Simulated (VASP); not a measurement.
Input of a VASP 6.6.1 run:

File INCAR:

```
SYSTEM = Mg
  ALGO = Fast
  EDIFF = 1E-6
  EDIFFG = -0.001
  ENCUT = 600
  GGA = CA
  IBRION = 2
  ISIF = 3
  ISMEAR = -1
  LASPH = .TRUE.
  LCHARG = .FALSE.
  LREAL = .FALSE.
  LWAVE = .FALSE.
  NELM = 100
  NSW = 80
  PREC = Accurate
  SIGMA = 0.15
```

The input KPOINTS:

```
k-points
0
G
  21 21 12
  0 0 0
```

File POSCAR:

```
Mg
1.0
    3.1322370595      0.0000000000      0.0000000000
   -1.5661185298      2.7125968642      0.0000000000
    0.0000000000      0.0000000000      5.0868801371
Mg
2
Direct
    0.3333333333      0.6666666667      0.2500000000
    0.6666666667      0.3333333333      0.7500000000
```

Potentials or basis: VASP PAW LDA potentials, release 64 (Mg).

Command:

```bash
$ cat potpaw_LDA.64/Mg/POTCAR > POTCAR
$ mpirun -np 1 vasp_std > vasp.out
```

(1) Estimate the relaxed cell.

(2) What does it give for the band gap on the k mesh?

## Answers

(1) a = 3.126 Å, b = 3.126 Å, c = 5.078 Å, α = 90.00°, β = 90.00°, γ = 120.00°.

(2) zero (bands 2 and 3 overlap by 2.42 eV).
